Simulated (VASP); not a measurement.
# MgO (P6_3/mmc) in VASP: further runs, part 2 of 2

VASP 6.6.1. The steps go on from the part before.

## 4. Single point, HSE06 (biaxial xy strain -5.6%)

Contents of POSCAR:

```
MgO
1.0
    3.2885662751      0.0000000000      0.0000000000
   -1.6442831376      2.8479819362      0.0000000000
    0.0000000000      0.0000000000      4.1853204440
Mg O
2 2
Direct
    0.3333333333      0.6666666667      0.2500000000
    0.6666666667      0.3333333333      0.7500000000
    0.6666666667      0.3333333333      0.2500000000
    0.3333333333      0.6666666667      0.7500000000
```

Contents of INCAR.step1:

```
  ALGO = Normal
  EDIFF = 1E-5
  ENCUT = 520
  GGA = PE
  ISIF = 2
  ISMEAR = 0
  LASPH = T
  LREAL = F
  LWAVE = T
  NBANDS = 16
  NELM = 100
  PREC = Accurate
  SIGMA = 0.01
```

Contents of INCAR.step2:

```
  ALGO = Normal
  EDIFF = 1E-6
  ENCUT = 520
  GGA = PE
  HFSCREEN = 0.2079
  ISIF = 2
  ISMEAR = 0
  ISTART = 1
  LASPH = T
  LCHARG = T
  LELF = T
  LHFCALC = T
  LREAL = F
  LVHAR = T
  LWAVE = F
  NBANDS = 16
  NELM = 100
  PREC = Accurate
  PRECFOCK = Normal
  SIGMA = 0.01
```

Contents of KPOINTS:

```
k-points
0
Gamma
  6 6 4
```

Potentials or basis: VASP PAW PBE potentials, release 64 (Mg, O).

The run is started by

```
> cat potpaw_PBE.64/Mg/POTCAR potpaw_PBE.64/O/POTCAR > POTCAR
> cp INCAR.step1 INCAR
> mpirun -np 1 vasp_std > vasp.out
> cp INCAR.step2 INCAR
> mpirun -np 1 vasp_std > vasp.out
```

OUTCAR:

```text
EDIFF = 1E-6
   ENCUT = 520
   GGA = PE
   HFSCREEN = 0.2079
   ISIF = 2
   ISMEAR = 0
   ISTART = 1
   LASPH = T
   LHFCALC = T
   LREAL = F
   NELM = 100
   PREC = Accurate
   PRECFOCK = Normal

 ion  position               nearest neighbor table
   1  0.333  0.667  0.250-   3 1.90   3 1.90   3 1.90   4 2.09   4 2.09   2 2.83   2 2.83   2 2.83
                             2 2.83   2 2.83   2 2.83
   2  0.667  0.333  0.750-   4 1.90   4 1.90   4 1.90   3 2.09   3 2.09   1 2.83   1 2.83   1 2.83
                             1 2.83   1 2.83   1 2.83
   3  0.667  0.333  0.250-   1 1.90   1 1.90   1 1.90   2 2.09   2 2.09
   4  0.333  0.667  0.750-   2 1.90   2 1.90   2 1.90   1 2.09   1 2.09

  LATTYP: Found a hexagonal cell.
 ALAT       =     3.2885662751
 C/A-ratio  =     1.2726884891

  Lattice vectors:

 A1 = (   3.2885662751,   0.0000000000,   0.0000000000)
 A2 = (  -1.6442831376,   2.8479819362,   0.0000000000)
 A3 = (   0.0000000000,   0.0000000000,   4.1853204440)

Analysis of symmetry for initial positions (statically):
=====================================================================
 Subroutine PRICEL returns:
 Original cell was already a primitive cell.

 Routine SETGRP: Setting up the symmetry group for a
 hexagonal supercell.

 Subroutine GETGRP returns: Found 24 space group operations
 (whereof 12 operations were pure point group operations)
 out of a pool of 24 trial point group operations.

The static configuration has the point symmetry D_3d.
 The point group associated with its full space group is D_6h.

Analysis of symmetry for dynamics (positions and initial velocities):
=====================================================================
 Subroutine PRICEL returns:
 Original cell was already a primitive cell.

 Routine SETGRP: Setting up the symmetry group for a
 hexagonal supercell.

 Subroutine GETGRP returns: Found 24 space group operations
 (whereof 12 operations were pure point group operations)
 out of a pool of 24 trial point group operations.

The dynamic configuration has the point symmetry D_3d.
 The point group associated with its full space group is D_6h.

 Subroutine INISYM returns: Found 24 space group operations
 (whereof 12 operations are pure point group operations),
 and found     1 'primitive' translations

----------------------------------------------------------------------------------------

                                     Primitive cell

  volume of cell :      39.1988

  direct lattice vectors                    reciprocal lattice vectors
     3.288566275  0.000000000  0.000000000     0.304083882  0.175562911  0.000000000
    -1.644283138  2.847981936  0.000000000     0.000000000  0.351125823  0.000000000
     0.000000000  0.000000000  4.185320444     0.000000000  0.000000000  0.238930331

  length of vectors
     3.288566275  3.288566275  4.185320444     0.351125823  0.351125823  0.238930331

  position of ions in fractional coordinates (direct lattice)
     0.333333333  0.666666667  0.250000000
[... 42 lines left out ...]
  0.500000  0.000000  0.000000      3.000000
  0.166667  0.166667  0.000000      6.000000
  0.333333  0.166667  0.000000     12.000000
[... 13 lines left out ...]
  0.333333  0.166667  0.500000     12.000000
  0.333333  0.333333  0.500000      2.000000
   k-points           NKPTS =     21   k-points in BZ     NKDIM =    144   number of bands    NBANDS=     16
   number of dos      NEDOS =    301   number of ions     NIONS =      4
   total plane-waves  NPLWV =  18432
   dimension x,y,z NGX =    24 NGY =   24 NGZ =   32
   dimension x,y,z NGXF=    48 NGYF=   48 NGZF=   64
   ions per type =               2   2
   NGX,Y,Z   is equivalent  to a cutoff of  12.13, 12.13, 12.71 a.u.
   NGXF,Y,Z  is equivalent  to a cutoff of  24.27, 24.27, 25.42 a.u.
 SYSTEM =  unknown system
   PREC   = accura    normal or accurate (medium, high low for compatibility)
   ISTART =      1    job   : 0-new  1-cont  2-samecut
   ICHARG =      0    charge: 1-file 2-atom 10-const
   ISPIN  =      1    spin polarized calculation?
   LNONCOLLINEAR =      F non collinear calculations
   LSORBIT =      F    spin-orbit coupling
   LASPH  =      T    aspherical Exc in radial PAW
   ENCUT  =  520.0 eV  38.22 Ry    6.18 a.u.   6.11  6.11  7.78*2*pi/ulx,y,z
   NELM   =    100;   NELMIN=  2; NELMDL=  0     # of ELM steps
   EDIFF  = 0.1E-05   stopping-criterion for ELM
   LREAL  =      F    real-space projection
   EDIFFG = 0.1E-04   stopping-criterion for IOM
   NSW    =      0    number of steps for IOM
   IBRION =     -1    ionic relax: 0-MD 1-quasi-New 2-CG
   NFREE  =      0    steps in history (QN), initial steepest desc. (CG)
   ISIF   =      2    stress and relaxation
   ISYM   =      3    0-nonsym 1-usesym 2-fastsym
   POTIM  = 0.5000    time-step for ionic-motion
   TEBEG  =    0.0;   TEEND  =   0.0 temperature during run
   PSTRESS=    0.0 pullay stress
   NELECT =      16.0000    total number of electrons
   NUPDOWN=      -1.0000    fix difference up-down
   EMIN   =  10.00;   EMAX   =-10.00  energy-range for DOS
   EFERMI =   0.00;   METHOD = LEGACY
   ISMEAR =     0;   SIGMA  =   0.01  broadening in eV -4-tet -1-fermi 0-gaus
   EFERMI_NEDOS =   21; number of points for ismear=-14 and -15
   IALGO  =     38    algorithm
   IMIX   =      1    mixing-type and parameters
     AMIX     =   0.40;   BMIX     =  1.00
     AMIX_MAG =   1.60;   BMIX_MAG =  1.00
  volume/ion in A,a.u.               =       9.80        66.13
  Fermi-wavevector in a.u.,A,eV,Ry     =   1.214388  2.294860 20.065017  1.474737
  Thomas-Fermi vector in A             =   2.349809
   LORBIT       =      0    0 simple, 1 ext, 2 COOP (PROOUT), +10 PAW based schemes
   GGA     = PE    functional components
   LHFCALC =     T    Hartree Fock is set to
   PRECFOCK=normal    Normal, Fast or Accurate (Low or Medium for compatibility)
   ENCUT4O =  -1.0   cutoff for four orbital integrals eV
   NKREDX  =     1    reduce k-point grid by
   NKREDY  =     1    reduce k-point grid by
   NKREDZ  =     1    reduce k-point grid by
   AEXX    =    0.2500 exact exchange contribution
   HFSCREEN=    0.2079 screening length (either q_TF or 0.3 A-1)
   HFSCREENC=   0.2079 screening length for correlation (either q_TF or 0.3 A-1)
   ENCUTFOCK=  -1.0 apply spherical cutoff to Coloumb kernel
   IVDW    =     0    specifies the selected vdW correction
   LEPSILON=     F    determine dielectric tensor
   LRPA    =     F    only Hartree local field effects (RPA)
 non-spin polarized calculation
 Gauss-broadening in eV      SIGMA  =   0.01
  energy-cutoff  :      520.00
  volume of cell :       39.20
 maximum number of plane-waves:      1072
  NGX = 20; NGY = 20; NGZ = 24

 number of electron      16.0000015 magnetization

 Free energy of the ion-electron system (eV)
  ---------------------------------------------------
  ext. energy  EPLUGINS =         0.00000000
  ---------------------------------------------------
  free energy    TOTEN  =       -27.86441560 eV

  energy without entropy =      -27.86441560  energy(sigma->0) =      -27.86441560

 E-fermi :   1.7687     XC(G=0):  -8.7174

 val. band max:        1.6546501510   @ k =   0.0000   0.0000   0.0000
 cond. band min:       7.3071537320   @ k =   0.0000   0.0000   0.0000
 fundamental gap:      5.6525035810
 Fermi energy:         1.7686808866

 k-point     1 :       0.0000    0.0000    0.0000
  band No.  band energies     occupation
      1     -17.4483      2.00000
      2     -15.7712      2.00000
      3      -2.9361      2.00000
      4      -0.4372      2.00000
      5      -0.4372      2.00000
      6       0.4799      2.00000
[... 376 lines left out ...]
      3      -2.5788      2.00000
      4      -2.5788      2.00000
      5      -1.4864      2.00000
      6      -1.4864      2.00000
[... 8 lines left out ...]
     15      21.4055      0.00000
     16      21.4055      0.00000

------------------------ aborting loop because EDIFF is reached ----------------------------------------

  FORCE on cell =-STRESS in cart. coord.  units (eV):
  Direction    XX          YY          ZZ          XY          YZ          ZX
  --------------------------------------------------------------------------------------
  -------------------------------------------------------------------------------------
  Total        6.4754863      6.4754863      2.4559451     -0.0000000     -0.0000000     -0.0000000
  in kB      264.6734816    264.6734816    100.3821951     -0.0000000     -0.0000000     -0.0000000
  external PRESSURE =     209.9097194 kB  Pullay stress =       0.0000000 kB

 VOLUME and BASIS-vectors are now :
 -----------------------------------------------------------------------------
  energy-cutoff  :      520.00
  volume of cell :       39.20
      direct lattice vectors                 reciprocal lattice vectors
     3.288566275  0.000000000  0.000000000     0.304083882  0.175562911  0.000000000
    -1.644283138  2.847981936  0.000000000     0.000000000  0.351125823  0.000000000
     0.000000000  0.000000000  4.185320444     0.000000000  0.000000000  0.238930331

 POSITION                                       TOTAL-FORCE (eV/Angst)
 -----------------------------------------------------------------------------------
     -0.00000      1.89865      1.04633        -0.000000      0.000000      0.000000
      1.64428      0.94933      3.13899         0.000000     -0.000000      0.000000
      1.64428      0.94933      1.04633        -0.000000      0.000000     -0.000000
     -0.00000      1.89865      3.13899         0.000000      0.000000      0.000000
 -----------------------------------------------------------------------------------
    total drift:                                0.000000      0.000000      0.000000

  FREE ENERGIE OF THE ION-ELECTRON SYSTEM (eV)
  ---------------------------------------------------
  free  energy   TOTEN  =       -27.8644155996 eV

  energy  without entropy=      -27.8644155996  energy(sigma->0) =      -27.86441560
```

Wall time 37 min (1 thread of Intel Xeon Platinum 8259CL at 2.50GHz (Skylake/Cascade Lake), shared host); peak memory 0.26 GiB.

What came out:

```
Free energy            : -27.8644 eV
Pressure               : 21.0 GPa
Band gap on the k mesh : 5.65 eV, direct
```

Caveat: the cell differs from its parent crystal (biaxial xy strain -5.6%); the PAW data sets were made with another functional, which shifts forces and pressure a little.

## 5. Overview

```csv
level,k mesh,smearing,grid for exact exchange (PRECFOCK),screening parameter,gap on the mesh (eV),pressure (GPa)
PBE,12 × 12 × 6,fermi-dirac 0.02 eV,-,-,4.02,25.5
r2SCAN,12 × 12 × 6,gaussian 0.01 eV,-,-,4.71,20.3
HSE06,6 × 6 × 4,gaussian 0.01 eV,Normal,0.2079 1/Å,5.65,21.0
```

Alike in all rows: task single point; potentials or basis VASP PAW PBE potentials, release 64 (Mg, O); no spin polarisation; cell as given; cutoff (eV) 520.

Caveats: the PAW data sets were made with another functional, which shifts forces and pressure a little (some runs).

Total energies depend on the potentials used, so only differences within one code and one set of settings carry meaning.
